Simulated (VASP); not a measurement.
Crystal: Ge.

```
CELL_PARAMETERS angstrom
-2.19252 2.19252 4.37299
2.19252 -2.19252 4.37299
2.19252 2.19252 -4.37299
ATOMIC_POSITIONS crystal
Ge 0.37500 0.98638 0.11138
Ge 0.73638 0.12500 0.11138
Ge 0.01362 0.62500 0.88862
Ge 0.87500 0.26362 0.88862
```

The cell was generated, and may not be a known phase.

* Program: VASP 6.6.1
* Task: relaxation of cell and atoms
* Functional: PBE
* Potentials or basis: VASP PAW PBE potentials, release 64 (Ge_d)
* Cutoff: 600 eV
* k mesh: 6 × 6 × 6
* Occupations: gaussian, width 0.1 eV
* Spin: no spin polarisation

At the start: pressure 15.4 GPa; volume 21.02 Å³/atom.

Problem. How do energy, volume and symmetry change on relaxing?

Solution. Over 25 steps the energy falls by 400.5 meV/atom and the volume is 19.94 Å³/atom (-5.2 %); space group I4_122 (No. 98, to 0.1 Å) before, Pm-3m (No. 221, to 0.1 Å).

The path:
| step | energy change (eV) | largest force (eV/Å) | pressure (GPa) | volume (Å³) |
| --- | --- | --- | --- | --- |
| 1 | 0.0000 | 0.3371 | 15.44 | 84.09 |
| 2 | -0.7990 | 0.4317 | -4.49 | 110.29 |
| 3 | -1.0502 | 0.4100 | 0.09 | 99.33 |
| 4 | -1.0500 | 0.4186 | -0.37 | 99.85 |
| 5 | -1.0810 | 0.3367 | -0.61 | 99.63 |
| 6 | -1.1378 | 0.1068 | -1.41 | 99.02 |
| 7 | -1.1546 | 0.2418 | -3.46 | 97.73 |
| 8 | -1.1626 | 0.1547 | -2.86 | 98.17 |
| 9 | -1.1800 | 0.1452 | -2.60 | 97.09 |
| 10 | -1.2277 | 0.0751 | -2.06 | 93.88 |
| 11 | -1.3266 | 0.1775 | -0.57 | 87.61 |
| 12 | -1.3486 | 0.6867 | 6.34 | 75.68 |
| 13 | -1.3764 | 0.4705 | 3.10 | 80.13 |
| 14 | -1.4021 | 0.5230 | 3.37 | 79.05 |
| 15 | -1.4538 | 0.5176 | 4.73 | 75.82 |
| 16 | -1.5144 | 0.3903 | 3.72 | 76.54 |
| 17 | -1.5897 | 0.0568 | 0.95 | 78.70 |
| 18 | -1.5912 | 0.0115 | 1.20 | 78.40 |
| 19 | -1.5912 | 0.0012 | 1.16 | 78.45 |
| 20 | -1.5973 | 0.0342 | 0.68 | 78.95 |
| 21 | -1.5995 | 0.0601 | 0.32 | 79.38 |
| 22 | -1.5998 | 0.0700 | 0.15 | 79.58 |
| 23 | -1.5998 | 0.0718 | 0.12 | 79.62 |
| 24 | -1.6006 | 0.0580 | 0.13 | 79.65 |
| 25 | -1.6021 | 0.0196 | 0.05 | 79.75 |

Final structure:
```
Ge
1.0
    -1.92549    1.92549    5.37765
     1.92549   -1.92549    5.37765
     1.92549    1.92549   -5.37765
Ge
4
Cartesian
  0.9668 -0.9627 6.7221
  -0.9627 0.9668 4.0332
  2.8882 0.9587 -1.3444
  0.9587 2.8882 1.3444
```
